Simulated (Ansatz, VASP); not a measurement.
## K in VASP and in Ansatz

Contents of INCAR:

```
SYSTEM = K
PREC = Accurate
ENCUT = 520
EDIFF = 1E-7
ISMEAR = -1
SIGMA = 0.03
LREAL = .FALSE.
LASPH = .TRUE.
NELM = 60
ALGO = Normal
ISIF = 2
LWAVE = .FALSE.
LCHARG = .FALSE.
GGA = PE
NBANDS = 16
```

KPOINTS

```
regular mesh
0
G
  12 12 6
  0 0 0
```

POSCAR

```
K
1.0
    4.8112211123      0.0000000000      0.0000000000
   -2.4056105561      4.1666397064      0.0000000000
    0.0000000000      0.0000000000      7.3939809520
K
2
Direct
    0.3333333333      0.6666666667      0.2500000000
    0.6666666667      0.3333333333      0.7500000000
```

Input for Ansatz:

```yaml
crystal:
  lattice:
    - [4.8112211123, 0.0, 0.0]
    - [-2.4056105561, 4.1666397064, 0.0]
    - [0.0, 0.0, 7.393980952]
  atoms:
    - { symbol: K, position: [0.3333333333, 0.6666666667, 0.25] }
    - { symbol: K, position: [0.6666666667, 0.3333333333, 0.75] }
kpoints:
  mp_grid: { grid: [12, 12, 6] }
scf:
  occupations: { method: fermi_dirac, width: 0.03 }
hamiltonian:
  xc: pbe
  pseudopotentials: { kind: all_electron, lapw: { basis_error: 0.00025 } }
output:
  forces: true
  stress: true
  eigenvalues: true
```

Change from the starting cell: z stretched by -4 % at fixed volume.

Alike in both runs: task single point; functional PBE; k mesh 12 × 12 × 6; occupations fermi-dirac, width 0.03 eV; no spin polarisation.

|  | VASP | Ansatz |
| --- | --- | --- |
| version | VASP 6.6.1 | Ansatz 0.2.0 |
| potentials or method | VASP PAW PBE potentials, release 64 (K_sv), cutoff 520 eV | all-electron LAPW, scalar-relativistic |

|  | VASP | Ansatz | Ansatz less VASP |
| --- | --- | --- | --- |
| pressure (GPa) | 0.0 | 0.0 | +0.01 |
| traceless stress, the component that is largest in VASP (GPa) | 0.18 | 0.18 | 0.000 |

Ansatz ran all-electron here, and VASP with PAW potentials.
